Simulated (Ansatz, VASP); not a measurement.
TiC in VASP and in Ansatz

The input INCAR:

```
SYSTEM = TiC
ALGO     = Normal         ! electronic algorithm
EDIFF    = 1E-6           ! SCF threshold, eV
ENCUT    = 520            ! plane-wave cutoff, eV
GGA      = PS             ! functional
ISIF     = 2              ! what is computed and relaxed
ISMEAR   = 0              ! smearing method
LASPH    = .True.         ! aspherical terms in the spheres
LCHARG   = .False.        ! write CHGCAR
LREAL    = .False.        ! projectors in reciprocal space
LWAVE    = .False.        ! write WAVECAR
NBANDS   = 15             ! bands
NELM     = 60             ! most SCF steps
PREC     = Accurate       ! precision mode
SIGMA    = 0.15           ! smearing width, eV
```

File KPOINTS:

```
k-points
0
Gamma
  20 20 20
  0 0 0
```

Contents of POSCAR:

```
TiC
1.0
    0.0000000000      2.0364019665      2.4436823598
    2.0364019665      0.0000000000      2.4436823598
    2.0364019665      2.0364019665      0.0000000000
Ti C
1 1
Direct
    0.0000000000      0.0000000000      0.0000000000
    0.5000000000      0.5000000000      0.5000000000
```

Input for Ansatz:

```yaml
crystal:
  lattice:
    - [0.0, 2.0364019665, 2.4436823598]
    - [2.0364019665, 0.0, 2.4436823598]
    - [2.0364019665, 2.0364019665, 0.0]
  atoms:
    - { symbol: Ti, position: [0.0, 0.0, 0.0] }
    - { symbol: C, position: [0.5, 0.5, 0.5] }
basis:
  ecutwfc: 420
kpoints:
  mp_grid: { grid: [20, 20, 20] }
hamiltonian:
  xc: pbesol
scf:
  occupations: { method: gaussian, width: 0.15 }
output:
  forces: true
  stress: true
  eigenvalues: true
```

Alike in both runs: task single point; functional PBEsol; k mesh 20 × 20 × 20; occupations gaussian, width 0.15 eV; no spin polarisation.

|  | VASP | Ansatz |
| --- | --- | --- |
| version | VASP 6.6.1 | Ansatz 0.2.0 |
| potentials or method | VASP PAW PBE potentials, release 64 (Ti_sv, C), cutoff 520 eV | scalar-relativistic, plane waves, PAW |
| valence electrons in the cell | 16 | 16 |

|  | VASP | Ansatz | Ansatz less VASP |
| --- | --- | --- | --- |
| gap on the k mesh at the Fermi level (eV) | none | none | - |
| pressure (GPa) | 9.4 | 9.2 | -0.19 |
| traceless stress, the component that is largest in VASP (GPa) | -41.09 | -40.90 | +0.190 |

VASP's potentials were made for PBE, not for PBEsol. A gap of «none» marks a metal or a gap that the smearing closes.
